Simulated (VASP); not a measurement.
# ZnSe (I-4m2) in VASP: further runs, part 2 of 2

VASP 6.6.1. Earlier steps stand in the parts before.

## (3) Single point, PBE (strain -0.040 along x and y, -0.080 along z)

The input, INCAR:

```
PREC = Accurate
ENCUT = 520
EDIFF = 1E-7
ISMEAR = 0
SIGMA = 0.05
LREAL = False
LASPH = True
NELM = 100
ALGO = Normal
ISIF = 2
LWAVE = False
LCHARG = False
GGA = PE
NBANDS = 16
```

The input, KPOINTS:

```
regular mesh
0
Gamma
  8 8 8
```

The input, POSCAR:

```
ZnSe
1.0
    0.0000000000      2.7512833347      2.6366465291
    2.7512833347      0.0000000000      2.6366465291
    2.7512833347      2.7512833347      0.0000000000
Zn Se
1 1
Direct
    0.0000000000      0.0000000000      0.0000000000
    0.7500000000      0.7500000000      0.7500000000
```

Potentials or basis: VASP PAW PBE potentials, release 64 (Zn, Se).

Command:

```sh
$ cat potpaw_PBE.64/Zn/POTCAR potpaw_PBE.64/Se/POTCAR > POTCAR
$ mpirun -np 1 vasp_std > vasp.out
```

OUTCAR:

```text
PREC = Accurate
   ENCUT = 520
   EDIFF = 1E-7
   ISMEAR = 0
   LREAL = False
   LASPH = True
   NELM = 100
   ISIF = 2
   GGA = PE

 ion  position               nearest neighbor table
   1  0.000  0.000  0.000-   2 2.35   2 2.35   2 2.35   2 2.35
   2  0.750  0.750  0.750-   1 2.35   1 2.35   1 2.35   1 2.35

  LATTYP: Found a body centered tetragonal cell.
 ALAT       =     3.8909022059
 C/A-ratio  =     1.3552879973

  Lattice vectors:

 A1 = (   0.0000000000,  -2.7512833347,  -2.6366465291)
 A2 = (   0.0000000000,   2.7512833347,  -2.6366465291)
 A3 = (   2.7512833347,   0.0000000000,   2.6366465291)

Analysis of symmetry for initial positions (statically):
=====================================================================
 Subroutine PRICEL returns:
 Original cell was already a primitive cell.

 Routine SETGRP: Setting up the symmetry group for a
 body centered tetragonal supercell.

 Subroutine GETGRP returns: Found  8 space group operations
 (whereof  8 operations were pure point group operations)
 out of a pool of 16 trial point group operations.

The static configuration has the point symmetry D_2d.

Analysis of symmetry for dynamics (positions and initial velocities):
=====================================================================
 Subroutine PRICEL returns:
 Original cell was already a primitive cell.

 Routine SETGRP: Setting up the symmetry group for a
 body centered tetragonal supercell.

 Subroutine GETGRP returns: Found  8 space group operations
 (whereof  8 operations were pure point group operations)
 out of a pool of 16 trial point group operations.

The dynamic configuration has the point symmetry D_2d.

 Subroutine INISYM returns: Found  8 space group operations
 (whereof  8 operations are pure point group operations),
 and found     1 'primitive' translations

----------------------------------------------------------------------------------------

[... 111 lines left out ...]
     AMIX     =   0.40;   BMIX     =  1.00
     AMIX_MAG =   1.60;   BMIX_MAG =  1.00
  volume/ion in A,a.u.               =      19.96       134.68
  Fermi-wavevector in a.u.,A,eV,Ry     =   1.255398  2.372359 21.443115  1.576025
  Thomas-Fermi vector in A             =   2.389157
   LORBIT       =      0    0 simple, 1 ext, 2 COOP (PROOUT), +10 PAW based schemes
   GGA     = PE    functional components
   LHFCALC =     F    Hartree Fock is set to
   AEXX    =    0.0000 exact exchange contribution
   IVDW    =     0    specifies the selected vdW correction
   LEPSILON=     F    determine dielectric tensor
   LRPA    =     F    only Hartree local field effects (RPA)
 non-spin polarized calculation
 Gauss-broadening in eV      SIGMA  =   0.05
  energy-cutoff  :      520.00
  volume of cell :       39.92
 maximum number of plane-waves:      1090
   NGX = 15   NGY = 15   NGZ = 15

 number of electron      18.0000012 magnetization

 Free energy of the ion-electron system (eV)
  ---------------------------------------------------
  ext. energy  EPLUGINS =         0.00000000
  ---------------------------------------------------
  free energy    TOTEN  =        -5.75271992 eV

  energy without entropy =       -5.75271992  energy(sigma->0) =       -5.75271992

 E-fermi :   3.2182     XC(G=0):  -9.9368

 val. band max:        2.9359613890   @ k =   0.0000   0.0000   0.0000
 cond. band min:       4.6744135075   @ k =   0.0000   0.0000   0.0000
 fundamental gap:      1.7384521185
 Fermi energy:         3.2182422086

 k-point     1 :       0.0000    0.0000    0.0000
  band No.  band energies     occupation
      1     -11.3602      2.00000
      2      -4.2886      2.00000
      3      -4.2886      2.00000
      4      -4.2675      2.00000
      5      -3.7918      2.00000
      6      -3.7764      2.00000
[... 433 lines left out ...]
      3      -4.1504      2.00000
      4      -4.1001      2.00000
      5      -3.7903      2.00000
      6      -3.7545      2.00000
[... 8 lines left out ...]
     15      14.8628      0.00000
     16      15.5750      0.00000

 [... further k-points ...]

------------------------ aborting loop because EDIFF is reached ----------------------------------------

  FORCE on cell =-STRESS in cart. coord.  units (eV):
  Direction    XX          YY          ZZ          XY          YZ          ZX
  --------------------------------------------------------------------------------------
  -------------------------------------------------------------------------------------
  Total        3.4043311      3.4043311      3.6512429      0.0000000      0.0000000     -0.0000000
  in kB      136.6437681    136.6437681    146.5543666      0.0000000      0.0000000     -0.0000000
  external PRESSURE =     139.9473010 kB  Pullay stress =       0.0000000 kB

 VOLUME and BASIS-vectors are now :
 -----------------------------------------------------------------------------
  energy-cutoff  :      520.00
  volume of cell :       39.92
      direct lattice vectors                 reciprocal lattice vectors
     0.000000000  2.751283335  2.636646529    -0.181733373  0.181733373  0.189634824
     2.751283335  0.000000000  2.636646529     0.181733373 -0.181733373  0.189634824
     2.751283335  2.751283335  0.000000000     0.181733373  0.181733373 -0.189634824

 POSITION                                       TOTAL-FORCE (eV/Angst)
 -----------------------------------------------------------------------------------
      0.00000      0.00000      0.00000        -0.000000     -0.000000     -0.000000
      4.12693      4.12693      3.95497         0.000000      0.000000      0.000000
 -----------------------------------------------------------------------------------
    total drift:                               -0.000002     -0.000002      0.000002

  FREE ENERGIE OF THE ION-ELECTRON SYSTEM (eV)
  ---------------------------------------------------
  free  energy   TOTEN  =        -5.7527199171 eV

  energy  without entropy=       -5.7527199171  energy(sigma->0) =       -5.75271992
```

OSZICAR:

```text
N       E                     dE             d eps       ncg     rms          rms(c)
DAV:   1     0.873433684008E+02    0.87343E+02   -0.88743E+03  1888   0.134E+03
DAV:   2    -0.967569010390E+00   -0.88311E+02   -0.83110E+02  2152   0.255E+02
DAV:   3    -0.601260120395E+01   -0.50450E+01   -0.50285E+01  2192   0.600E+01
DAV:   4    -0.605076667325E+01   -0.38165E-01   -0.38160E-01  2448   0.562E+00
DAV:   5    -0.605092921717E+01   -0.16254E-03   -0.16254E-03  2256   0.333E-01    0.613E+00
DAV:   6    -0.577662014727E+01    0.27431E+00   -0.54774E-01  2712   0.262E+01    0.455E+00
DAV:   7    -0.575314242641E+01    0.23478E-01   -0.18134E-01  2224   0.405E+00    0.189E+00
DAV:   8    -0.575256070530E+01    0.58172E-03   -0.54031E-03  2824   0.102E+00    0.499E-01
DAV:   9    -0.575263098806E+01   -0.70283E-04   -0.13319E-03  2184   0.291E-01    0.616E-02
DAV:  10    -0.575272952668E+01   -0.98539E-04   -0.27298E-04  2792   0.164E-01    0.305E-02
DAV:  11    -0.575271906012E+01    0.10467E-04   -0.50825E-05  2264   0.794E-02    0.968E-03
DAV:  12    -0.575271981728E+01   -0.75715E-06   -0.65597E-06  2400   0.182E-02    0.251E-03
DAV:  13    -0.575271991710E+01   -0.99823E-07   -0.53710E-07  2256   0.519E-03
   1 F= -.57527199E+01 E0= -.57527199E+01  d E =-.792253E-18
```

stdout:

```text
POSCAR found type information on POSCAR ZnSe
 POSCAR found :  2 types and       2 ions
 scaLAPACK will be used
 LDA part: xc-table for (Slater+PW92), standard interpolation
 POSCAR, INCAR and KPOINTS ok, starting setup
 FFT: planning ... GRIDC
 FFT: planning ... GRID_SOFT
 FFT: planning ... GRID
 WAVECAR not read
 entering main loop
```

Run time: 28 s. Hardware: 1 thread of Intel Xeon Platinum 8488C (Sapphire Rapids), shared host; peak memory 0.18 GiB.

What came out:

* Free energy: -5.7527 eV
* Pressure: 14.0 GPa
* Band gap on the k mesh: 1.74 eV, direct

Caveat: the cell differs from its parent crystal (strain -0.040 along x and y, -0.080 along z).

## (4) Single point, PBE (strain -0.080 along x and y, +0.040 along z)

The input, INCAR:

```
PREC = Accurate
ENCUT = 520
EDIFF = 1E-6
ISMEAR = 0
SIGMA = 0.05
LREAL = F
LASPH = T
NELM = 60
ALGO = Normal
ISIF = 2
LWAVE = F
LCHARG = T
GGA = PE
LELF = T
LVHAR = T
NBANDS = 16
```

The input, KPOINTS:

```
Automatic mesh
0
Gamma
  8 8 8
```

The input, POSCAR:

```
ZnSe
1.0
    0.0000000000      2.6366465291      2.9805569459
    2.6366465291      0.0000000000      2.9805569459
    2.6366465291      2.6366465291      0.0000000000
Zn Se
1 1
Direct
    0.0000000000      0.0000000000      0.0000000000
    0.7500000000      0.7500000000      0.7500000000
```

Command:

```sh
$ cat potpaw_PBE.64/Zn/POTCAR potpaw_PBE.64/Se/POTCAR > POTCAR
$ mpirun -np 1 vasp_std > vasp.out
```

It took 31 s on 1 thread of Intel Xeon Platinum 8488C (Sapphire Rapids), shared host; peak memory 0.19 GiB.

It converged, with:

```
Free energy            : -5.8231 eV
Pressure               : 9.6 GPa
Band gap on the k mesh : 1.41 eV, direct
```

Stress tensor (GPa, compression positive):
```
11.28  0.00  0.00
 0.00 11.28  0.00
 0.00  0.00  6.34
```

Levels at points of the mesh, in eV from the valence-band top:
```
           k point  band 7  band 8  band 9  band 10  band 11  band 12
(0.00, 0.00, 0.00)   -0.62    0.00    0.00     1.41     5.67     5.67
(0.50, 0.00, 0.00)   -5.98   -1.61   -0.75     2.27     5.97     6.75
(0.50, 0.50, 0.00)   -5.81   -2.20   -2.20     3.08     4.04    10.36
(0.50, 0.00, 0.50)   -5.06   -3.04   -2.77     2.37     2.88    10.55
```

Caveat: the cell differs from its parent crystal (strain -0.080 along x and y, +0.040 along z).

## (5) Summary

| cell | gap on the mesh (eV) | pressure (GPa) |
| --- | --- | --- |
| a = 3.894, b = 3.894, c = 3.729 Å, angles 61.4, 61.4, 57.2°, 2 atoms | 1.70 | 14.0 |
| a = 3.811, b = 3.811, c = 3.891 Å, angles 59.3, 59.3, 61.4°, 2 atoms | 1.74 | 14.0 |
| a = 3.979, b = 3.979, c = 3.729 Å, angles 62.1, 62.1, 55.9°, 2 atoms | 1.41 | 9.6 |

Alike in all rows: task single point; level PBE; potentials or basis VASP PAW PBE potentials, release 64 (Zn, Se); no spin polarisation; k mesh 8 × 8 × 8; cutoff (eV) 520; smearing gaussian 0.05 eV.

Absolute energies hang on the potentials; compare differences alone.
